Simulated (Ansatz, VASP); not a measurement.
Two plane-wave programs on KCl

Contents of INCAR:

```
SYSTEM = KCl
  PREC = Accurate
  ENCUT = 500
  EDIFF = 1E-7
  ISMEAR = -1
  SIGMA = 0.1
  LREAL = .False.
  LASPH = .True.
  NELM = 120
  ALGO = Normal
  ISIF = 3
  LWAVE = .False.
  LCHARG = .False.
  GGA = PE
  IBRION = 2
  NSW = 60
  EDIFFG = -0.01
  GGA_COMPAT = .False.
  NELMIN = 4
```

File KPOINTS:

```
Automatic mesh
0
Gamma
  5 5 5
  0 0 0
```

The input POSCAR:

```
KCl
1.0
    0.0000000000      3.1148104200      3.1148104200
    3.1148104200      0.0000000000      3.1148104200
    3.1148104200      3.1148104200      0.0000000000
K Cl
1 1
Direct
    0.0000000000      0.0000000000      0.0000000000
    0.5000000000      0.5000000000      0.5000000000
```

Input for Ansatz:

```yaml
crystal:
  lattice:
    - [0.0, 3.11481042, 3.11481042]
    - [3.11481042, 0.0, 3.11481042]
    - [3.11481042, 3.11481042, 0.0]
  atoms:
    - { symbol: K, position: [0.0, 0.0, 0.0] }
    - { symbol: Cl, position: [0.5, 0.5, 0.5] }
  symmetry: { tolerance: 0.0003 }
kpoints:
  mp_grid: { grid: [5, 5, 5], shift: [0, 0, 0] }
magnetization:
  spin_polarized: false
scf:
  occupations: { method: fermi_dirac }
hamiltonian:
  pseudopotentials: { kind: paw }
  xc: pbe
basis:
  ecutwfc: 420
output:
  forces: true
  stress: true
  eigenvalues: true
relax:
  max_steps: 40
  cell: {}
```

Alike in both runs: task relaxation of cell and atoms; functional PBE; k mesh 5 × 5 × 5; no spin polarisation.

```csv
,VASP,Ansatz
version,VASP 6.6.1,Ansatz 0.2.0
potentials or method,"VASP PAW PBE potentials, release 64 (K_sv, Cl), cutoff 500 eV",PAW plane waves
occupations,"fermi-dirac, width 0.1 eV",fermi-dirac
valence electrons in the cell,16,16
```

Ansatz gave:

- gap on the k mesh at the Fermi level, each at its own relaxed structure (eV): 5.05
- relaxed volume (Å³/atom): 32.48
- relaxed cell length with the largest relative difference (Å): 4.512

Question: Estimate VASP's values.

Answer: gap on the k mesh at the Fermi level, each at its own relaxed structure (eV): 5.04; relaxed volume (Å³/atom): 32.49; relaxed cell length with the largest relative difference (Å): 4.513.
